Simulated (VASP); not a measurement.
# Ag (Fm-3m) in VASP: further runs, part 2 of 2

VASP 6.6.1. Earlier steps stand in the parts before.

## 3. Single point, r2SCAN

Contents of POSCAR:

```
Ag
1.0
    0.0000000000      2.0735956988      2.0735956988
    2.0735956988      0.0000000000      2.0735956988
    2.0735956988      2.0735956988      0.0000000000
Ag
1
Direct
    0.0000000000      0.0000000000      0.0000000000
```

Contents of INCAR.step1:

```
PREC = Accurate ; ENCUT = 550
ISMEAR = -4 ; SIGMA = 0.1
LREAL = False ; LASPH = True
NELM = 120 ; NBANDS = 12
GGA = PE ; ALGO = Normal
EDIFF = 1E-5 ; LWAVE = True
LCHARG = False ; GGA_COMPAT = False
```

Contents of INCAR.step2:

```
PREC = Accurate ; ENCUT = 550
EDIFF = 1E-6 ; ISMEAR = -4
SIGMA = 0.1 ; LREAL = False
LASPH = True ; NELM = 120
ALGO = Normal ; ISIF = 2
LWAVE = False ; LCHARG = False
METAGGA = R2SCAN ; LMIXTAU = True
NBANDS = 12 ; ISTART = 1
GGA_COMPAT = False
```

Contents of KPOINTS:

```
Automatic mesh
0
Gamma
  18 18 18
```

Potentials or basis: VASP PAW PBE potentials, release 64 (Ag).

The run is started by

```bash
cat potpaw_PBE.64/Ag/POTCAR > POTCAR
cp INCAR.step1 INCAR
mpirun -np 1 vasp_std > vasp.out
cp INCAR.step2 INCAR
mpirun -np 1 vasp_std > vasp.out
```

OUTCAR:

```text
PREC = Accurate
   ENCUT = 550
   EDIFF = 1E-6
   ISMEAR = -4
   LREAL = False
   LASPH = True
   NELM = 120
   ISIF = 2
   METAGGA = R2SCAN
   ISTART = 1

 ion  position               nearest neighbor table
   1  0.000  0.000  0.000-

  LATTYP: Found a face centered cubic cell.
 ALAT       =     4.1471913976

  Lattice vectors:

 A1 = (   0.0000000000,   2.0735956988,   2.0735956988)
 A2 = (   2.0735956988,   0.0000000000,   2.0735956988)
 A3 = (   2.0735956988,   2.0735956988,   0.0000000000)

Analysis of symmetry for initial positions (statically):
=====================================================================
 Subroutine PRICEL returns:
 Original cell was already a primitive cell.

 Routine SETGRP: Setting up the symmetry group for a
 face centered cubic supercell.

 Subroutine GETGRP returns: Found 48 space group operations
 (whereof 48 operations were pure point group operations)
 out of a pool of 48 trial point group operations.

The static configuration has the point symmetry O_h .

Analysis of symmetry for dynamics (positions and initial velocities):
=====================================================================
 Subroutine PRICEL returns:
 Original cell was already a primitive cell.

 Routine SETGRP: Setting up the symmetry group for a
 face centered cubic supercell.

 Subroutine GETGRP returns: Found 48 space group operations
 (whereof 48 operations were pure point group operations)
 out of a pool of 48 trial point group operations.

The dynamic configuration has the point symmetry O_h .

 Subroutine INISYM returns: Found 48 space group operations
 (whereof 48 operations are pure point group operations),
 and found     1 'primitive' translations

----------------------------------------------------------------------------------------

                                     Primitive cell
[... 116 lines left out ...]
   METAGGA = R2SCAN    functional components
   LHFCALC =     F    Hartree Fock is set to
   AEXX    =    0.0000 exact exchange contribution
   IVDW    =     0    specifies the selected vdW correction
   LEPSILON=     F    determine dielectric tensor
   LRPA    =     F    only Hartree local field effects (RPA)
 non-spin polarized calculation
 Fermi weights with tetrahedron method witout Bloechl corrections
  energy-cutoff  :      550.00
  volume of cell :       17.83
 maximum number of plane-waves:       544
   NGX = 11   NGY = 11   NGZ = 11

 number of electron      11.0000000 magnetization

 Free energy of the ion-electron system (eV)
  ---------------------------------------------------
  ext. energy  EPLUGINS =         0.00000000
  ---------------------------------------------------
  free energy    TOTEN  =       -21.32324365 eV

  energy without entropy =      -21.32324365  energy(sigma->0) =      -21.32324365

 E-fermi :   7.8831     XC(G=0): -12.6600

 val. band max:        7.7699655141   @ k =   0.5000   0.0556   0.0000
 cond. band min:       7.8981043366   @ k =   0.5000   0.3333   0.1111
 fundamental gap:      0.1281388224
 Fermi energy:         7.8830934049

 k-point     1 :       0.0000    0.0000    0.0000
  band No.  band energies     occupation
      1       0.2045      2.00000
      2       2.8445      2.00000
      3       2.8445      2.00000
      4       2.8445      2.00000
      5       3.8078      2.00000
      6       3.8078      2.00000
      7      24.3619      0.00000
      8      27.8087      0.00000
      9      27.8087      0.00000
     10      27.8087      0.00000
     11      32.6643      0.00000
     12      33.4296      0.00000
[... 331 lines left out ...]
 k-point    24 :      -0.2222    0.0556    0.0000
  band No.  band energies     occupation
      1       1.5325      2.00000
      2       2.9121      2.00000
      3       3.0743      2.00000
      4       3.1357      2.00000
      5       3.7704      2.00000
      6       4.1343      2.00000
      7      19.4585      0.00000
      8      24.4064      0.00000
      9      26.7091      0.00000
     10      29.1659      0.00000
     11      29.9793      0.00000
     12      30.8877      0.00000

 [... further k-points ...]

------------------------ aborting loop because EDIFF is reached ----------------------------------------

  FORCE on cell =-STRESS in cart. coord.  units (eV):
  Direction    XX          YY          ZZ          XY          YZ          ZX
  --------------------------------------------------------------------------------------
  -------------------------------------------------------------------------------------
  Total       -0.3072586     -0.3072586     -0.3072586      0.0000000      0.0000000      0.0000000
  in kB      -27.6065630    -27.6065630    -27.6065630      0.0000000      0.0000000      0.0000000
  external PRESSURE =     -27.6065630 kB  Pullay stress =       0.0000000 kB

 VOLUME and BASIS-vectors are now :
 -----------------------------------------------------------------------------
  energy-cutoff  :      550.00
  volume of cell :       17.83
      direct lattice vectors                 reciprocal lattice vectors
     0.000000000  2.073595699  2.073595699    -0.241127043  0.241127043  0.241127043
     2.073595699  0.000000000  2.073595699     0.241127043 -0.241127043  0.241127043
     2.073595699  2.073595699  0.000000000     0.241127043  0.241127043 -0.241127043

 POSITION                                       TOTAL-FORCE (eV/Angst)
 -----------------------------------------------------------------------------------
      0.00000      0.00000      0.00000         0.000000      0.000000      0.000000
 -----------------------------------------------------------------------------------
    total drift:                               -0.000000      0.000000     -0.000000

  FREE ENERGIE OF THE ION-ELECTRON SYSTEM (eV)
  ---------------------------------------------------
  free  energy   TOTEN  =       -21.3232436458 eV

  energy  without entropy=      -21.3232436458  energy(sigma->0) =      -21.32324365
```

OUTCAR.step1:

```text
PREC = Accurate
   ENCUT = 550
   ISMEAR = -4
   LREAL = False
   LASPH = True
   NELM = 120
[... 577 lines left out ...]
 POSITION                                       TOTAL-FORCE (eV/Angst)
 -----------------------------------------------------------------------------------
      0.00000      0.00000      0.00000         0.000000      0.000000      0.000000
 -----------------------------------------------------------------------------------
    total drift:                               -0.000000      0.000000     -0.000000

  FREE ENERGIE OF THE ION-ELECTRON SYSTEM (eV)
  ---------------------------------------------------
  free  energy   TOTEN  =        -2.6896147644 eV

  energy  without entropy=       -2.6896147644  energy(sigma->0) =       -2.68961476
```

OSZICAR.step1:

```text
N       E                     dE             d eps       ncg     rms          rms(c)
DAV:   1     0.542635053918E+02    0.54264E+02   -0.56586E+03  4712   0.863E+02
DAV:   2    -0.209323513160E+01   -0.56357E+02   -0.53559E+02  5388   0.198E+02
DAV:   3    -0.293083972769E+01   -0.83760E+00   -0.83720E+00  5516   0.257E+01
DAV:   4    -0.293338055660E+01   -0.25408E-02   -0.25407E-02  5392   0.148E+00
DAV:   5    -0.293340141177E+01   -0.20855E-04   -0.20856E-04  5640   0.122E-01    0.467E+00
DAV:   6    -0.269862147022E+01    0.23478E+00   -0.95732E-01  5072   0.868E+00    0.309E+00
DAV:   7    -0.269212269770E+01    0.64988E-02   -0.76077E-03  5416   0.839E-01    0.177E+00
DAV:   8    -0.268960641173E+01    0.25163E-02   -0.72114E-04  5304   0.211E-01    0.790E-02
DAV:   9    -0.268961476436E+01   -0.83526E-05   -0.90995E-06  5184   0.225E-02
   1 F= -.26896148E+01 E0= -.26896148E+01  d E =0.000000E+00
```

Wall time 40 s (1 thread of Intel Xeon 6975P-C (Granite Rapids), shared host); peak memory 0.18 GiB.

Results:

```yaml
Free_energy: -21.3232 eV
Pressure: -2.8 GPa
```

Caveat: the PAW data sets were made with another functional, which shifts forces and pressure a little.

## 4. Single point, PBE (volume scaled by 0.98)

Contents of INCAR:

```
SYSTEM = Ag
ALGO     = Normal         ! electronic algorithm
EDIFF    = 1E-7           ! SCF threshold, eV
ENCUT    = 520            ! plane-wave cutoff, eV
GGA      = PE             ! functional
ISIF     = 2              ! what is computed and relaxed
ISMEAR   = -1             ! smearing method
LASPH    = .True.         ! aspherical terms in the spheres
LCHARG   = .True.         ! write CHGCAR
LELF     = .True.         ! ELF
LREAL    = .False.        ! projectors in reciprocal space
LVHAR    = .True.       
LWAVE    = .False.        ! write WAVECAR
NBANDS   = 12             ! bands
NELM     = 100            ! most SCF steps
PREC     = Accurate       ! precision mode
SIGMA    = 0.15           ! smearing width, eV
```

Contents of KPOINTS:

```
k-points
0
Gamma
  20 20 20
  0 0 0
```

Contents of POSCAR:

```
Ag
1.0
    0.0000000000      2.0602507598      2.0602507598
    2.0602507598      0.0000000000      2.0602507598
    2.0602507598      2.0602507598      0.0000000000
Ag
1
Direct
    0.0000000000      0.0000000000      0.0000000000
```

The run is started by

```bash
cat potpaw_PBE.64/Ag/POTCAR > POTCAR
mpirun -np 1 vasp_std > vasp.out
```

It took 31 s on 1 thread of Intel Xeon Platinum 8375C at 2.90GHz (Ice Lake), shared host; peak memory 0.18 GiB.

It converged, with:

```yaml
Free_energy: -2.7267 eV
Pressure: 1.8 GPa
```

Levels at points of the mesh, in eV from the Fermi level:
| k point | band 4 | band 5 | band 6 | band 7 | band 8 | band 9 |
| --- | --- | --- | --- | --- | --- | --- |
| (0.00, 0.00, 0.00) | -4.74 | -3.75 | -3.75 | 15.94 | 19.37 | 19.37 |
| (0.50, 0.00, 0.00) | -2.99 | -2.99 | -0.36 | 3.44 | 15.17 | 17.58 |
| (0.50, 0.50, 0.00) | -2.80 | -2.80 | 1.60 | 6.52 | 10.51 | 10.51 |

## 5. Single point, PBE

Contents of INCAR:

```
PREC = Accurate
ENCUT = 520
EDIFF = 1E-6
ISMEAR = -1
SIGMA = 0.15
LREAL = F
LASPH = T
NELM = 60
ALGO = Normal
ISIF = 2
LWAVE = F
LCHARG = T
GGA = PE
LELF = T
LVHAR = T
NBANDS = 12
```

Contents of KPOINTS:

```
Automatic mesh
0
Gamma
  20 20 20
```

Contents of POSCAR:

```
Ag
1.0
    0.0000000000      2.0741717953      2.0741717953
    2.0741717953      0.0000000000      2.0741717953
    2.0741717953      2.0741717953      0.0000000000
Ag
1
Direct
    0.0000000000      0.0000000000      0.0000000000
```

Potentials or basis: VASP PAW PBE potentials, release 64 (Ag).

The run is started by

```bash
cat potpaw_PBE.64/Ag/POTCAR > POTCAR
mpirun -np 1 vasp_std > vasp.out
```

OUTCAR:

```text
PREC = Accurate
   ENCUT = 520
   EDIFF = 1E-6
   ISMEAR = -1
   LREAL = F
   LASPH = T
   NELM = 60
   ISIF = 2
   GGA = PE

 ion  position               nearest neighbor table
   1  0.000  0.000  0.000-

  LATTYP: Found a face centered cubic cell.
 ALAT       =     4.1483435906

  Lattice vectors:

 A1 = (   0.0000000000,   2.0741717953,   2.0741717953)
 A2 = (   2.0741717953,   0.0000000000,   2.0741717953)
 A3 = (   2.0741717953,   2.0741717953,   0.0000000000)

[... 537 lines left out ...]
     12      30.2550      0.00000

 [... further k-points ...]

------------------------ aborting loop because EDIFF is reached ----------------------------------------

  FORCE on cell =-STRESS in cart. coord.  units (eV):
  Direction    XX          YY          ZZ          XY          YZ          ZX
  --------------------------------------------------------------------------------------
  -------------------------------------------------------------------------------------
  Total       -0.0130341     -0.0130341     -0.0130341      0.0000000      0.0000000     -0.0000000
  in kB       -1.1701091     -1.1701091     -1.1701091      0.0000000      0.0000000     -0.0000000
  external PRESSURE =      -1.1701091 kB  Pullay stress =       0.0000000 kB

 VOLUME and BASIS-vectors are now :
 -----------------------------------------------------------------------------
  energy-cutoff  :      520.00
  volume of cell :       17.85
      direct lattice vectors                 reciprocal lattice vectors
     0.000000000  2.074171795  2.074171795    -0.241060071  0.241060071  0.241060071
     2.074171795  0.000000000  2.074171795     0.241060071 -0.241060071  0.241060071
     2.074171795  2.074171795  0.000000000     0.241060071  0.241060071 -0.241060071

 POSITION                                       TOTAL-FORCE (eV/Angst)
 -----------------------------------------------------------------------------------
      0.00000      0.00000      0.00000         0.000000      0.000000     -0.000000
 -----------------------------------------------------------------------------------
    total drift:                               -0.000000      0.000000      0.000000

  FREE ENERGIE OF THE ION-ELECTRON SYSTEM (eV)
  ---------------------------------------------------
  free  energy   TOTEN  =        -2.7287116541 eV

  energy  without entropy=       -2.7101581620  energy(sigma->0) =       -2.71943491
```

OSZICAR:

```text
N       E                     dE             d eps       ncg     rms          rms(c)
DAV:   1     0.518001677929E+02    0.51800E+02   -0.54515E+03  6200   0.824E+02
DAV:   2    -0.214910986134E+01   -0.53949E+02   -0.50923E+02  7056   0.193E+02
DAV:   3    -0.296777539032E+01   -0.81867E+00   -0.81808E+00  7324   0.251E+01
DAV:   4    -0.297040951963E+01   -0.26341E-02   -0.26340E-02  7088   0.148E+00
DAV:   5    -0.297043165872E+01   -0.22139E-04   -0.22139E-04  7404   0.122E-01    0.464E+00
DAV:   6    -0.273765833078E+01    0.23277E+00   -0.94796E-01  6640   0.865E+00    0.307E+00
DAV:   7    -0.273119669098E+01    0.64616E-02   -0.76162E-03  7116   0.836E-01    0.176E+00
DAV:   8    -0.272869849323E+01    0.24982E-02   -0.70801E-04  6872   0.206E-01    0.792E-02
DAV:   9    -0.272870653430E+01   -0.80411E-05   -0.91141E-06  7296   0.224E-02    0.254E-02
DAV:  10    -0.272871201674E+01   -0.54824E-05   -0.42327E-06  6928   0.195E-02    0.456E-03
DAV:  11    -0.272871165415E+01    0.36259E-06   -0.82908E-08  3948   0.243E-03
   1 F= -.27287117E+01 E0= -.27194349E+01  d E =-.185535E-01
```

Run time: 26 s. Hardware: 1 thread of Intel Xeon Platinum 8375C at 2.90GHz (Ice Lake), shared host; peak memory 0.18 GiB.

What came out:

- Free energy: -2.7287 eV
- Pressure: -0.1 GPa

## 6. Summary

```csv
level,cell,k mesh,cutoff (eV),smearing,gap on the mesh (eV),pressure (GPa)
PBE,"a = 2.933 Å, angles 60.0°, 1 atom",18 × 18 × 18,520,gaussian 0.1 eV,none,0.0
r2SCAN,"a = 2.933 Å, angles 60.0°, 1 atom",18 × 18 × 18,550,tetrahedron,none,-2.8
PBE,"a = 2.914 Å, angles 60.0°, 1 atom",20 × 20 × 20,520,fermi-dirac 0.15 eV,none,1.8
PBE,"a = 2.933 Å, angles 60.0°, 1 atom",20 × 20 × 20,520,fermi-dirac 0.15 eV,none,-0.1
```

Alike in all rows: task single point; potentials or basis VASP PAW PBE potentials, release 64 (Ag); no spin polarisation.

Every run on the cell as given and a fine mesh finds a metal. The pressure there spans -2.8 GPa (r2SCAN) to 0.0 GPa (PBE); a positive pressure means that this level wants a larger cell, a negative one a smaller.

Caveats: the PAW data sets were made with another functional, which shifts forces and pressure a little (some runs).

Absolute energies hang on the potentials; compare differences alone.
